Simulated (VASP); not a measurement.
Set up this calculation in VASP 6.6.1, as the native input.

```yaml
Task: single point
Functional: PBE
Dispersion: D4
Potentials_or_basis: VASP PAW PBE potentials, release 64 (Ni_sv_GW, Si)
Cutoff: 590 eV
k_mesh: 9 × 9 × 9
Occupations: gaussian, width 0.1 eV
Spin: collinear spin, ferromagnetic start
Starting_moments: "[1.0, 0.0, 0.0] μB"
Hubbard_terms: Ni d U = 3.0 eV
Dipole_correction: no
Second_run: valence_matched
Further_INCAR_settings: ALGO = Normal; EDIFF = 1e-06; NBANDS = 24
```

The structure of Si2Ni lies in POSCAR:

```
Si2Ni
1.0
    0.0000000000      2.7030000000      2.7030000000
    2.7030000000      0.0000000000      2.7030000000
    2.7030000000      2.7030000000      0.0000000000
Ni Si
1 2
Direct
    0.0000000000      0.0000000000      0.0000000000
    0.7500000000      0.7500000000      0.7500000000
    0.2500000000      0.2500000000      0.2500000000
```

One way to write it, as run:

INCAR

```
SYSTEM = Si2Ni
PREC = Accurate
ENCUT = 590
EDIFF = 1E-6
ISMEAR = 0
SIGMA = 0.1
LREAL = .False.
LASPH = .True.
NELM = 200
ALGO = Normal
ISIF = 2
LWAVE = .False.
LCHARG = .False.
ISPIN = 2
MAGMOM = 1 0 0
LORBIT = 11
LMAXMIX = 4
LDAU = .True.
LDAUTYPE = 2
LDAUL = 2 -1
LDAUU = 3 0
LDAUJ = 0 0
LDAUPRINT = 1
GGA = PE
IVDW = 13
NBANDS = 24
GGA_COMPAT = .False.
```

KPOINTS

```
regular mesh
0
Gamma
  9 9 9
  0 0 0
```

Potentials or basis: VASP PAW PBE potentials, release 64 (Ni_sv_GW, Si).

Run with:

```sh
$ cat potpaw_PBE.64/Ni_sv_GW/POTCAR potpaw_PBE.64/Si/POTCAR > POTCAR
$ mpirun -np 1 vasp_std > vasp.out
```

Results of the run:

| Item | Value |
| --- | --- |
| Pressure | -3.5 GPa |
| Band gap on the k mesh | zero (filled and empty bands overlap) |
| Net moment | 0.00 μB per cell |
| Valence electrons inside the program's atomic spheres | Ni 16.66; Si 1.59 |
| Dispersion energy per atom | -0.456 eV |

Caveat: pairwise dispersion overbinds metals, which lowers pressure and volume; the U is typed as a test and isn't derived for this compound.

It took 49 s on 1 thread of Intel(R) Xeon(R) 6975P-C (Granite Rapids) (shared host), peak memory 0.24 GiB.
